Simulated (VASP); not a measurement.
# Fe (P6_3/mmc) in VASP: further runs, part 2 of 2

VASP 6.6.1.

### 4 Single point, PBEsol

This run uses another cell than the first one, of 9.83 Å³/atom, 1.136 times its volume.

The input, INCAR:

```
  PREC = Accurate
  ENCUT = 520
  EDIFF = 1E-6
  ISMEAR = -1
  SIGMA = 0.1
  LREAL = False
  LASPH = True
  NELM = 100
  ALGO = Normal
  ISIF = 2
  LWAVE = False
  LCHARG = False
  GGA = PS
  NBANDS = 15
```

The input, KPOINTS:

```
regular mesh
0
Gamma
  17 17 9
```

The input, POSCAR:

```
Fe
1.0
    2.4299880582      0.0000000000      0.0000000000
   -1.2149940291      2.1044313892      0.0000000000
    0.0000000000      0.0000000000      3.8428389674
Fe
2
Direct
    0.3333333333      0.6666666667      0.2500000000
    0.6666666667      0.3333333333      0.7500000000
```

Potentials or basis: VASP PAW PBE potentials, release 64 (Fe).

On the command line:

```bash
$ cat potpaw_PBE.64/Fe/POTCAR > POTCAR
$ mpirun -np 1 vasp_std > vasp.out
```

OUTCAR:

```text
PREC = Accurate
   ENCUT = 520
   EDIFF = 1E-6
   ISMEAR = -1
   LREAL = False
   LASPH = True
   NELM = 100
   ISIF = 2
   GGA = PS

 ion  position               nearest neighbor table
   1  0.333  0.667  0.250-   2 2.38   2 2.38   2 2.38   2 2.38   2 2.38   2 2.38
   2  0.667  0.333  0.750-   1 2.38   1 2.38   1 2.38   1 2.38   1 2.38   1 2.38

  LATTYP: Found a hexagonal cell.
 ALAT       =     2.4299880582
 C/A-ratio  =     1.5814229845

  Lattice vectors:

 A1 = (   2.4299880582,   0.0000000000,   0.0000000000)
 A2 = (  -1.2149940291,   2.1044313892,   0.0000000000)
 A3 = (   0.0000000000,   0.0000000000,   3.8428389674)

Analysis of symmetry for initial positions (statically):
=====================================================================
 Subroutine PRICEL returns:
 Original cell was already a primitive cell.

 Routine SETGRP: Setting up the symmetry group for a
 hexagonal supercell.

 Subroutine GETGRP returns: Found 24 space group operations
 (whereof 12 operations were pure point group operations)
 out of a pool of 24 trial point group operations.

The static configuration has the point symmetry D_3d.
 The point group associated with its full space group is D_6h.

Analysis of symmetry for dynamics (positions and initial velocities):
=====================================================================
 Subroutine PRICEL returns:
 Original cell was already a primitive cell.

 Routine SETGRP: Setting up the symmetry group for a
 hexagonal supercell.

 Subroutine GETGRP returns: Found 24 space group operations
 (whereof 12 operations were pure point group operations)
 out of a pool of 24 trial point group operations.

The dynamic configuration has the point symmetry D_3d.
 The point group associated with its full space group is D_6h.

 Subroutine INISYM returns: Found 24 space group operations
 (whereof 12 operations are pure point group operations),
 and found     1 'primitive' translations

[... 124 lines left out ...]
   LRPA    =     F    only Hartree local field effects (RPA)
 non-spin polarized calculation
  energy-cutoff  :      520.00
  volume of cell :       19.65
 maximum number of plane-waves:       545
 NGX is ok and might be reduce to    18
   NGX =  9   NGY =  9   NGZ = 15

 number of electron      16.0000008 magnetization

 Free energy of the ion-electron system (eV)
  ---------------------------------------------------
  ext. energy  EPLUGINS =         0.00000000
  ---------------------------------------------------
  free energy    TOTEN  =       -17.91091179 eV

  energy without entropy =      -17.82887732  energy(sigma->0) =      -17.86989455

 E-fermi :   7.1622     XC(G=0): -14.1669

 val. band max:        7.1595232153   @ k =   0.2941   0.0000   0.0000
 cond. band min:       7.1651113140   @ k =   0.2941   0.1176   0.2222
 fundamental gap:      0.0055880987
 Fermi energy:         7.1621970931

 k-point     1 :       0.0000    0.0000    0.0000
  band No.  band energies     occupation
      1      -2.0084      2.00000
      2       1.9818      2.00000
      3       5.4150      2.00000
      4       5.4150      2.00000
      5       5.5485      2.00000
      6       5.9099      1.99999
      7       5.9099      1.99999
      8       6.2760      1.99972
      9       6.2760      1.99972
     10       7.6803      0.01118
     11       7.9211      0.00101
     12       7.9211      0.00101
     13      16.2857      0.00000
     14      29.3520      0.00000
[... 401 lines left out ...]
      2       3.3210      2.00000
      3       3.6531      2.00000
      4       3.8425      2.00000
      5       5.1684      2.00000
      6       5.5725      2.00000
      7       5.9916      1.99998
      8       6.6647      1.98628
      9       7.2850      0.45318
     10       7.8389      0.00230
     11       8.1444      0.00011
     12      14.7200      0.00000
     13      16.6950      0.00000
     14      20.9233      0.00000
     15      21.7244      0.00000

 [... further k-points ...]

------------------------ aborting loop because EDIFF is reached ----------------------------------------

  FORCE on cell =-STRESS in cart. coord.  units (eV):
  Direction    XX          YY          ZZ          XY          YZ          ZX
  --------------------------------------------------------------------------------------
  -------------------------------------------------------------------------------------
  Total       -0.0539657     -0.0539657     -0.0552602     -0.0000000      0.0000000      0.0000000
  in kB       -4.3998429     -4.3998429     -4.5053870     -0.0000000      0.0000000      0.0000000
  external PRESSURE =      -4.4350242 kB  Pullay stress =       0.0000000 kB

 VOLUME and BASIS-vectors are now :
 -----------------------------------------------------------------------------
  energy-cutoff  :      520.00
  volume of cell :       19.65
      direct lattice vectors                 reciprocal lattice vectors
     2.429988058  0.000000000  0.000000000     0.411524656  0.237593871  0.000000000
    -1.214994029  2.104431389  0.000000000     0.000000000  0.475187742  0.000000000
     0.000000000  0.000000000  3.842838967     0.000000000  0.000000000  0.260224279

 POSITION                                       TOTAL-FORCE (eV/Angst)
 -----------------------------------------------------------------------------------
     -0.00000      1.40295      0.96071         0.000000      0.000000      0.000000
      1.21499      0.70148      2.88213        -0.000000     -0.000000      0.000000
 -----------------------------------------------------------------------------------
    total drift:                                0.000000     -0.000000     -0.000000

  FREE ENERGIE OF THE ION-ELECTRON SYSTEM (eV)
  ---------------------------------------------------
  free  energy   TOTEN  =       -17.9109117872 eV

  energy  without entropy=      -17.8288773155  energy(sigma->0) =      -17.86989455
```

stdout:

```text
POSCAR found type information on POSCAR Fe
 POSCAR found :  1 types and       2 ions
 scaLAPACK will be used
 -----------------------------------------------------------------------------
|                                                                             |
|                                                                             |
|     You enforced a specific xc type in the INCAR file but a different       |
|     I HOPE YOU KNOW WHAT YOU ARE DOING!                                     |
|                                                                             |
 -----------------------------------------------------------------------------

 LDA part: xc-table for (Slater+PW92), standard interpolation
 POSCAR, INCAR and KPOINTS ok, starting setup
 FFT: planning ... GRIDC
 FFT: planning ... GRID_SOFT
 FFT: planning ... GRID
 WAVECAR not read
 entering main loop
```

Run time: 76 s. Hardware: 1 thread of AMD EPYC 7R13, shared host; peak memory 0.13 GiB.

What came out:

- Free energy: -17.9109 eV
- Pressure: -0.4 GPa
- Band gap on the k mesh: zero (band 8 reaches 8.11 eV, above the bottom of band 9 at 6.12 eV)

Caveat: the PAW data sets were made with another functional, which shifts forces and pressure a little; the run has no spin polarisation, though such a crystal can be magnetic. Spin polarisation is off, so any magnetic state and its effect on volume and gap are missing.

### 5 Single point, PBEsol (volume scaled by 1.04)

The input, INCAR:

```
PREC     = Accurate       # precision mode
ENCUT    = 520            # plane-wave cutoff, eV
EDIFF    = 1E-6           # SCF threshold, eV
ISMEAR   = -1             # smearing method
SIGMA    = 0.1            # smearing width, eV
LREAL    = F              # projectors in reciprocal space
LASPH    = T              # aspherical terms in the spheres
NELM     = 60             # most SCF steps
ALGO     = Normal         # electronic algorithm
ISIF     = 2              # what is computed and relaxed
LWAVE    = F              # write WAVECAR
LCHARG   = F              # write CHGCAR
GGA      = PS             # functional
NBANDS   = 15             # bands
```

KPOINTS is that of step 4.

The input, POSCAR:

```
Fe
1.0
    2.4619652523      0.0000000000      0.0000000000
   -1.2309826262      2.1321244517      0.0000000000
    0.0000000000      0.0000000000      3.8934084372
Fe
2
Direct
    0.3333333333      0.6666666667      0.2500000000
    0.6666666667      0.3333333333      0.7500000000
```

On the command line:

```bash
$ cat potpaw_PBE.64/Fe/POTCAR > POTCAR
$ mpirun -np 1 vasp_std > vasp.out
```

It took 78 s on 1 thread of AMD EPYC 7R13, shared host; peak memory 0.13 GiB.

Results (log left out):

```yaml
Free_energy: -17.8796 eV
Pressure: -11.9 GPa
Band_gap_on_the_k_mesh: zero (band 8 reaches 7.60 eV, above the bottom of band 9 at 5.73 eV)
```

Stress tensor (GPa, compression positive):
```
-11.72   0.00   0.00
  0.00 -11.72   0.00
  0.00   0.00 -12.14
```

Levels at points of the mesh, in eV from the Fermi level:
| k point | band 6 | band 7 | band 8 | band 9 | band 10 | band 11 |
| --- | --- | --- | --- | --- | --- | --- |
| (0.00, 0.00, 0.00) | -1.18 | -1.18 | -0.84 | -0.84 | 0.50 | 0.72 |

Caveat: the cell differs from its parent crystal (volume scaled by 1.04); the PAW data sets were made with another functional, which shifts forces and pressure a little; the run has no spin polarisation, though such a crystal can be magnetic. Spin polarisation is off, so any magnetic state and its effect on volume and gap are missing.

### 6 The runs side by side

| cell | gap on the mesh (eV) | pressure (GPa) |
| --- | --- | --- |
| a = 2.329, b = 2.329, c = 3.683 Å, angles 90.0, 90.0, 120.0°, 2 atoms | none | 54.5 |
| a = 2.397, b = 2.397, c = 3.791 Å, angles 90.0, 90.0, 120.0°, 2 atoms | none | 13.9 |
| a = 2.430, b = 2.430, c = 3.843 Å, angles 90.0, 90.0, 120.0°, 2 atoms | none | -0.4 |
| a = 2.462, b = 2.462, c = 3.893 Å, angles 90.0, 90.0, 120.0°, 2 atoms | none | -11.9 |

Alike in all rows: task single point; level PBEsol; potentials or basis VASP PAW PBE potentials, release 64 (Fe); no spin polarisation; k mesh 17 × 17 × 9; cutoff (eV) 520; smearing fermi-dirac 0.1 eV.

Caveats: the PAW data sets were made with another functional, which shifts forces and pressure a little; the run has no spin polarisation, though such a crystal can be magnetic.

Absolute energies hang on the potentials; compare differences alone.
